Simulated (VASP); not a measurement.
# BP: single point with PBE

Crystal: BP.

```xyz
2
Lattice="0.0000 2.2652 2.2652 2.2652 0.0000 2.2652 2.2652 2.2652 0.0000" Properties=species:S:1:pos:R:3 pbc="T T T"
B     0.0000    0.0000    0.0000
P     3.3978    3.3978    3.3978
```

* Program: VASP 6.6.1
* Task: single point
* Functional: PBE
* Potentials or basis: VASP PAW PBE potentials, release 64 (B, P)
* Cutoff: 500 eV
* k mesh: 8 × 8 × 8
* Occupations: gaussian, width 0.01 eV
* Spin: no spin polarisation

```json
{
 "Pressure": "1.8 GPa",
 "Band gap on the k mesh": "1.26 eV (least direct gap 3.41 eV)"
}
```

Levels at points of the mesh, in eV from the valence-band top:
```tsv
k point	band 1	band 2	band 3	band 4	band 5	band 6	band 7	band 8
(0.00, 0.00, 0.00)	-15.51	0.00	0.00	0.00	3.41	3.41	3.41	7.45
(0.50, 0.00, 0.00)	-12.16	-9.07	-1.76	-1.76	3.81	4.72	4.72	10.14
(0.50, 0.50, 0.00)	-10.62	-8.61	-4.13	-4.13	1.32	1.65	12.17	12.17
```

Wall time 5.2 s on 1 thread of AMD EPYC 7R13 Processor (Zen 3) (shared host), peak memory 0.1 GiB.

A k mesh can miss the band edges. Expect the measured gap to be larger: semilocal functionals such as PBE lack the derivative discontinuity.
